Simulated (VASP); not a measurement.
# P (P6_3/mmc) in VASP: single point with LDA

Aim: the single point of P with LDA.

Program: VASP 6.6.1. These are calculated values, not measurements. Logs are shortened: lines on timing, memory, paths and dates and some standing lists are left out, and cuts for length are marked.

**1. The cell of the first run**

Symmetry: P6_3/mmc, No. 194, hexagonal system. The conventional cell has a = 2.668 Å, b = 2.668 Å, c = 4.430 Å, α = 90.00°, β = 90.00°, γ = 120.00°. Within 3.5 Å of P (site symmetry -6m2) lie 12 P at 2.67 to 2.70 Å.

**2. Single point, LDA**

Contents of INCAR:

```
ALGO     = Normal         # electronic algorithm
EDIFF    = 1E-6           # SCF threshold, eV
ENCUT    = 520            # plane-wave cutoff, eV
GGA      = CA             # functional
ISIF     = 2              # what is computed and relaxed
ISMEAR   = 0              # smearing method
LASPH    = T              # aspherical terms in the spheres
LCHARG   = F              # write CHGCAR
LREAL    = F              # projectors in reciprocal space
LWAVE    = F              # write WAVECAR
NBANDS   = 12             # bands
NELM     = 60             # most SCF steps
PREC     = Accurate       # precision mode
SIGMA    = 0.05           # smearing width, eV
```

Contents of KPOINTS:

```
k-points
0
Gamma
  11 11 6
```

Contents of POSCAR:

```
P
1.0
    2.6683407823      0.0000000000      0.0000000000
   -1.3341703912      2.3108509034      0.0000000000
    0.0000000000      0.0000000000      4.4296967325
P
2
Direct
    0.3333333333      0.6666666667      0.2500000000
    0.6666666667      0.3333333333      0.7500000000
```

Potentials or basis: VASP PAW LDA potentials, release 64 (P).

Started as:

```sh
$ cat potpaw_LDA.64/P/POTCAR > POTCAR
$ mpirun -np 1 vasp_std > vasp.out
```

OUTCAR:

```text
EDIFF = 1E-6
   ENCUT = 520
   GGA = CA
   ISIF = 2
   ISMEAR = 0
   LASPH = T
   LREAL = F
   NELM = 60
   PREC = Accurate

 ion  position               nearest neighbor table
   1  0.333  0.667  0.250-   2 2.70   2 2.70   2 2.70   2 2.70   2 2.70   2 2.70
   2  0.667  0.333  0.750-   1 2.70   1 2.70   1 2.70   1 2.70   1 2.70   1 2.70

  LATTYP: Found a hexagonal cell.
 ALAT       =     2.6683407823
 C/A-ratio  =     1.6600940786

  Lattice vectors:

 A1 = (   2.6683407823,   0.0000000000,   0.0000000000)
 A2 = (  -1.3341703912,   2.3108509034,   0.0000000000)
 A3 = (   0.0000000000,   0.0000000000,   4.4296967325)

Analysis of symmetry for initial positions (statically):
=====================================================================
 Subroutine PRICEL returns:
 Original cell was already a primitive cell.

 Routine SETGRP: Setting up the symmetry group for a
 hexagonal supercell.

 Subroutine GETGRP returns: Found 24 space group operations
 (whereof 12 operations were pure point group operations)
 out of a pool of 24 trial point group operations.

The static configuration has the point symmetry D_3d.
 The point group associated with its full space group is D_6h.

Analysis of symmetry for dynamics (positions and initial velocities):
=====================================================================
 Subroutine PRICEL returns:
 Original cell was already a primitive cell.

 Routine SETGRP: Setting up the symmetry group for a
 hexagonal supercell.

 Subroutine GETGRP returns: Found 24 space group operations
 (whereof 12 operations were pure point group operations)
 out of a pool of 24 trial point group operations.

The dynamic configuration has the point symmetry D_3d.
 The point group associated with its full space group is D_6h.

 Subroutine INISYM returns: Found 24 space group operations
 (whereof 12 operations are pure point group operations),
 and found     1 'primitive' translations

----------------------------------------------------------------------------------------

                                     Primitive cell

  volume of cell :      27.3141

  direct lattice vectors                    reciprocal lattice vectors
     2.668340782  0.000000000  0.000000000     0.374764725  0.216370515  0.000000000
[... 93 lines left out ...]
   ISYM   =      2    0-nonsym 1-usesym 2-fastsym
   POTIM  = 0.5000    time-step for ionic-motion
   TEBEG  =    0.0;   TEEND  =   0.0 temperature during run
   PSTRESS=    0.0 pullay stress
   NELECT =      10.0000    total number of electrons
   NUPDOWN=      -1.0000    fix difference up-down
   EMIN   =  10.00;   EMAX   =-10.00  energy-range for DOS
   EFERMI =   0.00;   METHOD = LEGACY
   ISMEAR =     0;   SIGMA  =   0.05  broadening in eV -4-tet -1-fermi 0-gaus
   EFERMI_NEDOS =   21; number of points for ismear=-14 and -15
   IALGO  =     38    algorithm
   IMIX   =      4    mixing-type and parameters
     AMIX     =   0.40;   BMIX     =  1.00
     AMIX_MAG =   1.60;   BMIX_MAG =  1.00
  volume/ion in A,a.u.               =      13.66        92.16
  Fermi-wavevector in a.u.,A,eV,Ry     =   1.171150  2.213152 18.661638  1.371592
  Thomas-Fermi vector in A             =   2.307598
   LORBIT       =      0    0 simple, 1 ext, 2 COOP (PROOUT), +10 PAW based schemes
   GGA     = CA    functional components
   LHFCALC =     F    Hartree Fock is set to
   AEXX    =    0.0000 exact exchange contribution
   IVDW    =     0    specifies the selected vdW correction
   LEPSILON=     F    determine dielectric tensor
   LRPA    =     F    only Hartree local field effects (RPA)
 non-spin polarized calculation
 Gauss-broadening in eV      SIGMA  =   0.05
  energy-cutoff  :      520.00
  volume of cell :       27.31
 maximum number of plane-waves:       762
 NGX is ok and might be reduce to    20
   NGX =  9   NGY =  9   NGZ = 17

 number of electron      10.0000000 magnetization

 Free energy of the ion-electron system (eV)
  ---------------------------------------------------
  ext. energy  EPLUGINS =         0.00000000
  ---------------------------------------------------
  free energy    TOTEN  =       -10.72513419 eV

  energy without entropy =      -10.72498780  energy(sigma->0) =      -10.72506100

 E-fermi :  10.7216     XC(G=0): -11.8153

 val. band max:       10.6874202794   @ k =   0.1818   0.0000   0.0000
 cond. band min:      10.8620300433   @ k =   0.1818   0.0000   0.1667
 fundamental gap:      0.1746097639
 Fermi energy:        10.7216242010

 k-point     1 :       0.0000    0.0000    0.0000
  band No.  band energies     occupation
      1      -6.2870      2.00000
      2      -0.2568      2.00000
      3       2.0881      2.00000
      4      15.8877      0.00000
      5      15.8877      0.00000
      6      17.7169      0.00000
      7      17.7169      0.00000
      8      17.7228      0.00000
      9      21.6262      0.00000
     10      21.6586      0.00000
     11      22.6606      0.00000
     12      22.6606      0.00000
[... 331 lines left out ...]
 k-point    24 :       0.1818    0.0909    0.1667
  band No.  band energies     occupation
      1      -4.5747      2.00000
      2      -0.0459      2.00000
      3       5.0997      2.00000
      4       9.2886      2.00000
      5      11.5494      0.00000
      6      13.2801      0.00000
      7      15.2466      0.00000
      8      16.0053      0.00000
      9      19.5863      0.00000
     10      20.6502      0.00000
     11      21.9343      0.00000
     12      23.1816      0.00000

 [... further k-points ...]

------------------------ aborting loop because EDIFF is reached ----------------------------------------

  FORCE on cell =-STRESS in cart. coord.  units (eV):
  Direction    XX          YY          ZZ          XY          YZ          ZX
  --------------------------------------------------------------------------------------
  -------------------------------------------------------------------------------------
  Total        0.3977720      0.3977720      0.3727944     -0.0000000     -0.0000000      0.0000000
  in kB       23.3323019     23.3323019     21.8671798     -0.0000000     -0.0000000      0.0000000
  external PRESSURE =      22.8439279 kB  Pullay stress =       0.0000000 kB

 VOLUME and BASIS-vectors are now :
 -----------------------------------------------------------------------------
  energy-cutoff  :      520.00
  volume of cell :       27.31
      direct lattice vectors                 reciprocal lattice vectors
     2.668340782  0.000000000  0.000000000     0.374764725  0.216370515  0.000000000
    -1.334170391  2.310850903  0.000000000     0.000000000  0.432741030  0.000000000
     0.000000000  0.000000000  4.429696733     0.000000000  0.000000000  0.225749089

 POSITION                                       TOTAL-FORCE (eV/Angst)
 -----------------------------------------------------------------------------------
     -0.00000      1.54057      1.10742        -0.000000      0.000000      0.000000
      1.33417      0.77028      3.32227         0.000000      0.000000      0.000000
 -----------------------------------------------------------------------------------
    total drift:                               -0.000000      0.000000     -0.000000

  FREE ENERGIE OF THE ION-ELECTRON SYSTEM (eV)
  ---------------------------------------------------
  free  energy   TOTEN  =       -10.7251341878 eV

  energy  without entropy=      -10.7249878048  energy(sigma->0) =      -10.72506100
```

stdout:

```text
POSCAR found type information on POSCAR P
 POSCAR found :  1 types and       2 ions
 scaLAPACK will be used
 LDA part: xc-table for (Slater(with rela. corr.)+CA(PZ))
 , standard interpolation
 POSCAR, INCAR and KPOINTS ok, starting setup
 FFT: planning ... GRIDC
 FFT: planning ... GRID_SOFT
 FFT: planning ... GRID
 WAVECAR not read
 entering main loop
```

It took 5.7 s on 1 thread of Intel Xeon 6975P-C (Granite Rapids), shared host; peak memory 0.13 GiB.

Results:

```yaml
Free_energy: -10.7251 eV
Pressure: 2.3 GPa
Band_gap_on_the_k_mesh: zero (band 5 reaches 16.91 eV, above the bottom of band 6 at 6.31 eV)
```

Stress tensor (GPa, compression positive):
```
2.33 0.00 0.00
0.00 2.33 0.00
0.00 0.00 2.19
```
